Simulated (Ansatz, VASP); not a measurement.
# La: VASP beside Ansatz

```
La
1.0
     5.95474    0.00000    0.00000
    -2.97737    5.15696    0.00000
     0.00000    0.00000    3.63331
La
3
Direct
  0.00000 0.00000 0.00000
  0.33333 0.66667 0.50000
  0.66667 0.33333 0.50000
```

Change from the starting cell: volume scaled by 1, PAW files.

Alike in both runs: task single point; functional PBE; k mesh 7 × 7 × 9; occupations fermi-dirac, width 0.08 eV; no spin polarisation.

|  | VASP | Ansatz |
| --- | --- | --- |
| version | VASP 6.6.1 | Ansatz 0.2.0 |
| potentials or method | VASP PAW PBE potentials, release 64 (La) | PAW with Ansatz's default frozen-core files, scalar-relativistic |
| plane-wave cutoff (eV) | 500 | 420 |
| valence electrons in the cell | 33 | 33 |

|  | VASP | Ansatz | Ansatz less VASP |
| --- | --- | --- | --- |
| pressure (GPa) | 0.0 | 0.0 | -0.05 |

With one functional, cell and mesh, what is left measures potentials, basis and numerics.

Neither program's run includes spin-orbit coupling.
